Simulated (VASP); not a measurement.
Wanted: the native input for a VASP 6.6.1 run.

```
Task                   : single point
Functional             : PBE
Potentials or basis    : VASP PAW PBE potentials, release 64 (Mg, Tl_d, F)
Cutoff                 : 520 eV
k mesh                 : 6 × 6 × 2
Occupations            : gaussian, width 0.1 eV
Spin                   : no spin polarisation
Dipole correction      : no
Further INCAR settings : ALGO = Normal; EDIFF = 1e-06; NBANDS = 30
```

The structure of MgTlF4 lies in POSCAR:

```
MgTlF4
1.0
    3.8360803020      0.0000000000      0.0000000000
   -1.9180401510      3.3221429925      0.0000000000
    0.0000000000      0.0000000000      6.5995890556
Mg Tl F
1 1 4
Direct
    0.0000000000      0.0000000000      0.0000000000
    0.0000000000      0.0000000000      0.5000000000
    0.3333333333      0.6666666667      0.1894061498
    0.3333333333      0.6666666667      0.8105938502
    0.6666666667      0.3333333333      0.1894061498
    0.6666666667      0.3333333333      0.8105938502
```

One way to write it, as run:

INCAR

```
SYSTEM = MgTlF4
ALGO = Normal
EDIFF = 1E-6
ENCUT = 520
GGA = PE
ISIF = 2
ISMEAR = 0
LASPH = .True.
LCHARG = .False.
LREAL = .False.
LWAVE = .False.
NBANDS = 30
NELM = 100
PREC = Accurate
SIGMA = 0.1
```

KPOINTS

```
k-points
0
Gamma
  6 6 2
  0 0 0
```

Potentials or basis: VASP PAW PBE potentials, release 64 (Mg, Tl_d, F).

Command:

```console
$ cat potpaw_PBE.64/Mg/POTCAR potpaw_PBE.64/Tl_d/POTCAR potpaw_PBE.64/F/POTCAR > POTCAR
$ mpirun -np 1 vasp_std > vasp.out
```

Results of the run:

```json
{
  "Pressure": "-0.4 GPa",
  "Largest force": "0.009 eV/Å"
}
```

Caveat: the k points lie up to 0.48 Å⁻¹ apart; an odd number of electrons without spin polarisation forces a metal; a magnetic or distorted state may lie lower.

It took 40 s on 1 thread of Intel(R) Xeon(R) Platinum 8488C (Sapphire Rapids), with other jobs on the host, peak memory 0.21 GiB.
